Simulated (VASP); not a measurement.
# SiO2 (I-42d) in VASP: further runs

SiO2 is run at these levels: PBE; tasks: single point, relaxation of cell and atoms.

All numbers are computed with VASP 6.6.1; they aren't measurements. Logs are shortened: lines on timing, memory, paths and dates and some standing lists are left out, and cuts for length are marked.

## Step 1: The cell of the first run

It takes space group I-42d (No. 122, tetragonal). Conventional cell: a = 4.946 Å, b = 4.946 Å, c = 7.314 Å, α = 90.00°, β = 90.00°, γ = 90.00°. Si (site symmetry -4) has 4 O at 1.61 Å within 2.1 Å. Within 2.1 Å of O (site symmetry 2) lie 2 Si at 1.61 Å.

## Step 2: Single point, PBE

Input file INCAR:

```
SYSTEM = SiO2
  ALGO = Normal
  EDIFF = 1E-7
  ENCUT = 520
  GGA = PE
  ISIF = 2
  ISMEAR = -1
  LASPH = .TRUE.
  LCHARG = .TRUE.
  LELF = .TRUE.
  LREAL = .FALSE.
  LVHAR = .TRUE.
  LWAVE = .FALSE.
  NBANDS = 25
  NELM = 80
  PREC = Accurate
  SIGMA = 0.02
```

Input file KPOINTS:

```
k-points
0
G
  8 8 8
  0 0 0
```

Input file POSCAR:

```
SiO2
1.0
   -2.4731478958      2.4731478958      3.6568456644
    2.4731478958     -2.4731478958      3.6568456644
    2.4731478958      2.4731478958     -3.6568456644
Si O
2 4
Direct
    0.0000000000      0.0000000000      0.0000000000
    0.7500000000      0.2500000000      0.5000000000
    0.3750000000      0.2231326432      0.3481326432
    0.9731326432      0.6250000000      0.8481326432
    0.7768673568      0.1250000000      0.1518673568
    0.8750000000      0.0268673568      0.6518673568
```

Potentials or basis: VASP PAW PBE potentials, release 64 (Si, O).

Started as:

```sh
cat potpaw_PBE.64/Si/POTCAR potpaw_PBE.64/O/POTCAR > POTCAR
mpirun -np 1 vasp_std > vasp.out
```

OUTCAR:

```text
SYSTEM = SiO2
   EDIFF = 1E-7
   ENCUT = 520
   GGA = PE
   ISIF = 2
   ISMEAR = -1
   LASPH = .TRUE.
   LREAL = .FALSE.
   NELM = 80
   PREC = Accurate

 ion  position               nearest neighbor table
   1  0.000  0.000  0.000-   3 1.61   4 1.61   5 1.61   6 1.61   2 3.08   2 3.08   2 3.08   2 3.08

   2  0.750  0.250  0.500-   3 1.61   4 1.61   5 1.61   6 1.61   1 3.08   1 3.08   1 3.08   1 3.08

   3  0.375  0.223  0.348-   1 1.61   2 1.61
   4  0.973  0.625  0.848-   1 1.61   2 1.61
   5  0.777  0.125  0.152-   1 1.61   2 1.61
   6  0.875  0.027  0.652-   1 1.61   2 1.61

  LATTYP: Found a body centered tetragonal cell.
 ALAT       =     4.9462957916
 C/A-ratio  =     1.4786198879

  Lattice vectors:

 A1 = (  -2.4731478958,   2.4731478958,   3.6568456644)
 A2 = (   2.4731478958,  -2.4731478958,   3.6568456644)
 A3 = (   2.4731478958,   2.4731478958,  -3.6568456644)

Analysis of symmetry for initial positions (statically):
=====================================================================
 Subroutine PRICEL returns:
 Original cell was already a primitive cell.

 Routine SETGRP: Setting up the symmetry group for a
 body centered tetragonal supercell.

 Subroutine GETGRP returns: Found  8 space group operations
 (whereof  4 operations were pure point group operations)
 out of a pool of 16 trial point group operations.

The static configuration has the point symmetry S_4 .
 The point group associated with its full space group is D_2d.

Analysis of symmetry for dynamics (positions and initial velocities):
=====================================================================
 Subroutine PRICEL returns:
 Original cell was already a primitive cell.

 Routine SETGRP: Setting up the symmetry group for a
 body centered tetragonal supercell.

 Subroutine GETGRP returns: Found  8 space group operations
 (whereof  4 operations were pure point group operations)
 out of a pool of 16 trial point group operations.

The dynamic configuration has the point symmetry S_4 .
 The point group associated with its full space group is D_2d.

 Subroutine INISYM returns: Found  8 space group operations
 (whereof  4 operations are pure point group operations),
 and found     1 'primitive' translations

----------------------------------------------------------------------------------------

                                     Primitive cell

  volume of cell :      89.4678

  direct lattice vectors                    reciprocal lattice vectors
    -2.473147896  2.473147896  3.656845664     0.000000000  0.202171492  0.136729861
     2.473147896 -2.473147896  3.656845664     0.202171492  0.000000000  0.136729861
     2.473147896  2.473147896 -3.656845664     0.202171492  0.202171492  0.000000000

  length of vectors
     5.060181938  5.060181938  5.060181938     0.244066317  0.244066317  0.285913666

  position of ions in fractional coordinates (direct lattice)
     0.000000000  0.000000000  0.000000000
     0.750000000  0.250000000  0.500000000
     0.375000000  0.223132643  0.348132643
     0.973132643  0.625000000  0.848132643
     0.776867357  0.125000000  0.151867357
     0.875000000  0.026867357  0.651867357

  ion indices of the primitive-cell ions
   primitive index   ion index
                 1           1
                 2           2
                 3           3
                 4           4
                 5           5
                 6           6

----------------------------------------------------------------------------------------

 KPOINTS: k-points

Automatic generation of k-mesh.
 Grid dimensions read from file:
 generate k-points for:    8    8    8

 Generating k-lattice:

  Cartesian coordinates                     Fractional coordinates (reciprocal lattice)
     0.000000000  0.025271436  0.017091233     0.125000000 -0.000000000  0.000000000
     0.025271436  0.000000000  0.017091233    -0.000000000  0.125000000  0.000000000
     0.025271436  0.025271436  0.000000000     0.000000000  0.000000000  0.125000000

  Length of vectors
     0.030508290  0.030508290  0.035739208

  Shift w.r.t. Gamma in fractional coordinates (k-lattice)
     0.000000000  0.000000000  0.000000000

 Subroutine IBZKPT returns following result:
 ===========================================

 Found     59 irreducible k-points:

 Following reciprocal coordinates:
            Coordinates               Weight
  0.000000  0.000000  0.000000      1.000000
  0.125000 -0.000000  0.000000      8.000000
  0.250000 -0.000000  0.000000      8.000000
  0.375000  0.000000  0.000000      8.000000
  0.500000 -0.000000  0.000000      4.000000
  0.125000  0.125000  0.000000      8.000000
[... 16 lines left out ...]
  0.250000  0.125000  0.125000     16.000000
  0.375000  0.125000  0.125000      8.000000
 [... further k-points ...]
   k-points           NKPTS =     59   k-points in BZ     NKDIM =     59   number of bands    NBANDS=     25
   number of dos      NEDOS =    301   number of ions     NIONS =      6
   total plane-waves  NPLWV =  64000
   dimension x,y,z NGX =    40 NGY =   40 NGZ =   40
   dimension x,y,z NGXF=    80 NGYF=   80 NGZF=   80
   ions per type =               2   4
   NGX,Y,Z   is equivalent  to a cutoff of  13.14, 13.14, 13.14 a.u.
   NGXF,Y,Z  is equivalent  to a cutoff of  26.28, 26.28, 26.28 a.u.
 SYSTEM =  SiO2
   PREC   = accura    normal or accurate (medium, high low for compatibility)
   ISTART =      0    job   : 0-new  1-cont  2-samecut
   ICHARG =      2    charge: 1-file 2-atom 10-const
   ISPIN  =      1    spin polarized calculation?
   LNONCOLLINEAR =      F non collinear calculations
   LSORBIT =      F    spin-orbit coupling
   LASPH  =      T    aspherical Exc in radial PAW
   ENCUT  =  520.0 eV  38.22 Ry    6.18 a.u.   9.41  9.41  9.41*2*pi/ulx,y,z
   NELM   =     80;   NELMIN=  2; NELMDL= -5     # of ELM steps
   EDIFF  = 0.1E-06   stopping-criterion for ELM
   LREAL  =      F    real-space projection
   EDIFFG = 0.1E-05   stopping-criterion for IOM
   NSW    =      0    number of steps for IOM
   IBRION =     -1    ionic relax: 0-MD 1-quasi-New 2-CG
   NFREE  =      0    steps in history (QN), initial steepest desc. (CG)
   ISIF   =      2    stress and relaxation
   ISYM   =      2    0-nonsym 1-usesym 2-fastsym
   POTIM  = 0.5000    time-step for ionic-motion
   TEBEG  =    0.0;   TEEND  =   0.0 temperature during run
   PSTRESS=    0.0 pullay stress
   NELECT =      32.0000    total number of electrons
   NUPDOWN=      -1.0000    fix difference up-down
   EMIN   =  10.00;   EMAX   =-10.00  energy-range for DOS
   EFERMI =   0.00;   METHOD = LEGACY
   ISMEAR =    -1;   SIGMA  =   0.02  broadening in eV -4-tet -1-fermi 0-gaus
   EFERMI_NEDOS =   21; number of points for ismear=-14 and -15
   IALGO  =     38    algorithm
   IMIX   =      4    mixing-type and parameters
     AMIX     =   0.40;   BMIX     =  1.00
     AMIX_MAG =   1.60;   BMIX_MAG =  1.00
  volume/ion in A,a.u.               =      14.91       100.63
  Fermi-wavevector in a.u.,A,eV,Ry     =   1.162080  2.196012 18.373703  1.350429
  Thomas-Fermi vector in A             =   2.298645
   LORBIT       =      0    0 simple, 1 ext, 2 COOP (PROOUT), +10 PAW based schemes
   GGA     = PE    functional components
   LHFCALC =     F    Hartree Fock is set to
   AEXX    =    0.0000 exact exchange contribution
   IVDW    =     0    specifies the selected vdW correction
   LEPSILON=     F    determine dielectric tensor
   LRPA    =     F    only Hartree local field effects (RPA)
 non-spin polarized calculation
  energy-cutoff  :      520.00
  volume of cell :       89.47
 maximum number of plane-waves:      2429
 NGX is ok and might be reduce to    40
   NGX = 19   NGY = 19   NGZ = 19

 number of electron      32.0000004 magnetization

 Free energy of the ion-electron system (eV)
  ---------------------------------------------------
  ext. energy  EPLUGINS =         0.00000000
  ---------------------------------------------------
  free energy    TOTEN  =       -47.44994658 eV

  energy without entropy =      -47.44994658  energy(sigma->0) =      -47.44994658

 E-fermi :   0.0781     XC(G=0):  -8.1890

 val. band max:       -0.4121990037   @ k =   0.0000   0.0000   0.0000
 cond. band min:       5.5213434000   @ k =   0.0000   0.0000   0.0000
 fundamental gap:      5.9335424037
 Fermi energy:         0.0780869581

 k-point     1 :       0.0000    0.0000    0.0000
  band No.  band energies     occupation
      1     -19.6281      2.00000
      2     -17.5470      2.00000
      3     -17.5470      2.00000
      4     -17.4892      2.00000
      5      -9.6165      2.00000
      6      -5.9252      2.00000
[... 17 lines left out ...]
     24      12.6821      0.00000
     25      13.3561      0.00000

 k-point     2 :       0.1250   -0.0000    0.0000
  band No.  band energies     occupation
      1     -19.5807      2.00000
      2     -17.6162      2.00000
      3     -17.5499      2.00000
      4     -17.5049      2.00000
      5      -9.4930      2.00000
      6      -5.9585      2.00000
[... 17 lines left out ...]
     24      12.5987      0.00000
     25      13.2349      0.00000

 k-point     3 :       0.2500   -0.0000    0.0000
  band No.  band energies     occupation
      1     -19.4497      2.00000
      2     -17.8247      2.00000
      3     -17.5563      2.00000
      4     -17.5165      2.00000
      5      -9.1719      2.00000
      6      -6.0984      2.00000
[... 17 lines left out ...]
     24      12.6232      0.00000
     25      13.0615      0.00000

 k-point     4 :       0.3750    0.0000    0.0000
  band No.  band energies     occupation
      1     -19.2790      2.00000
      2     -18.0732      2.00000
      3     -17.5617      2.00000
      4     -17.5255      2.00000
      5      -8.7998      2.00000
      6      -6.3026      2.00000
[... 17 lines left out ...]
     24      12.4061      0.00000
     25      13.5421      0.00000
[... 477 lines left out ...]
 k-point    22 :       0.1250    0.1250    0.1250
  band No.  band energies     occupation
      1     -19.3302      2.00000
      2     -17.9973      2.00000
      3     -17.5635      2.00000
      4     -17.5229      2.00000
      5      -8.8985      2.00000
      6      -6.4296      2.00000
[... 17 lines left out ...]
     24      12.3285      0.00000
     25      12.8862      0.00000

 k-point    23 :       0.2500    0.1250    0.1250
  band No.  band energies     occupation
      1     -19.1563      2.00000
      2     -18.2267      2.00000
      3     -17.5688      2.00000
      4     -17.5341      2.00000
      5      -8.5271      2.00000
      6      -6.6990      2.00000
[... 17 lines left out ...]
     24      12.3974      0.00000
     25      13.0066      0.00000

 k-point    24 :       0.3750    0.1250    0.1250
  band No.  band energies     occupation
      1     -19.0536      2.00000
      2     -18.3523      2.00000
      3     -17.5704      2.00000
      4     -17.5392      2.00000
      5      -8.3293      2.00000
      6      -6.8549      2.00000
[... 17 lines left out ...]
     24      12.6760      0.00000
     25      13.2300      0.00000

 [... further k-points ...]
[... 5 lines left out ...]
  --------------------------------------------------------------------------------------
  -------------------------------------------------------------------------------------
  Total        2.5674816      2.5674816      2.5005833      0.0000000      0.0000000      0.0000000
  in kB       45.9781116     45.9781116     44.7801049      0.0000000      0.0000000      0.0000000
  external PRESSURE =      45.5787760 kB  Pullay stress =       0.0000000 kB

 VOLUME and BASIS-vectors are now :
 -----------------------------------------------------------------------------
  energy-cutoff  :      520.00
  volume of cell :       89.47
      direct lattice vectors                 reciprocal lattice vectors
    -2.473147896  2.473147896  3.656845664     0.000000000  0.202171492  0.136729861
     2.473147896 -2.473147896  3.656845664     0.202171492  0.000000000  0.136729861
     2.473147896  2.473147896 -3.656845664     0.202171492  0.202171492  0.000000000

 POSITION                                       TOTAL-FORCE (eV/Angst)
 -----------------------------------------------------------------------------------
      0.00000      0.00000      0.00000         0.000000      0.000000      0.000000
      0.00000      2.47315      1.82842         0.000000      0.000000      0.000000
      0.48539      1.23657      0.91421         0.265052      0.000000      0.000000
      1.23657      2.95854      2.74263         0.000000      0.265052      0.000000
     -1.23657      1.98775      2.74263         0.000000     -0.265052     -0.000000
     -0.48539      3.70972      0.91421        -0.265052     -0.000000     -0.000000
 -----------------------------------------------------------------------------------
    total drift:                                0.000002      0.000002      0.000001

  FREE ENERGIE OF THE ION-ELECTRON SYSTEM (eV)
  ---------------------------------------------------
  free  energy   TOTEN  =       -47.4499465845 eV

  energy  without entropy=      -47.4499465845  energy(sigma->0) =      -47.44994658
```

Run time: 69 s. Hardware: 1 thread of Intel Xeon Platinum 8559C (Emerald Rapids), shared host; peak memory 0.28 GiB.

What came out:

```yaml
Free_energy: -47.4499 eV
Pressure: 4.6 GPa
Largest_force: 0.265 eV/Å
Band_gap_on_the_k_mesh: 5.93 eV, direct
```

Forces on the atoms (eV/Å):
```
Si   0.000  0.000  0.000
Si   0.000  0.000  0.000
O    0.265  0.000  0.000
O    0.000  0.265  0.000
O    0.000 -0.265  0.000
O   -0.265  0.000  0.000
```

Stress tensor (GPa, compression positive):
```
4.60 0.00 0.00
0.00 4.60 0.00
0.00 0.00 4.48
```

Levels at points of the mesh, in eV from the valence-band top:
```csv
k point,band 12,band 13,band 14,band 15,band 16,band 17,band 18,band 19,band 20,band 21
"(0.00, 0.00, 0.00)",-1.59,-1.54,-0.70,0.00,0.00,5.93,8.84,10.70,10.70,10.77
"(0.50, 0.00, 0.00)",-1.62,-1.48,-0.78,-0.48,-0.14,8.25,9.00,9.77,10.25,10.86
"(0.50, 0.50, 0.00)",-2.07,-0.97,-0.97,-0.33,-0.33,9.17,9.17,10.25,10.25,11.18
"(0.50, 0.50, 0.50)",-2.08,-1.47,-1.47,-0.31,-0.31,8.94,8.94,10.26,10.26,11.76
```

A k mesh can miss the band edges. Expect the measured gap to be larger: semilocal functionals such as PBE lack the derivative discontinuity.

[end of part 1 of 2]
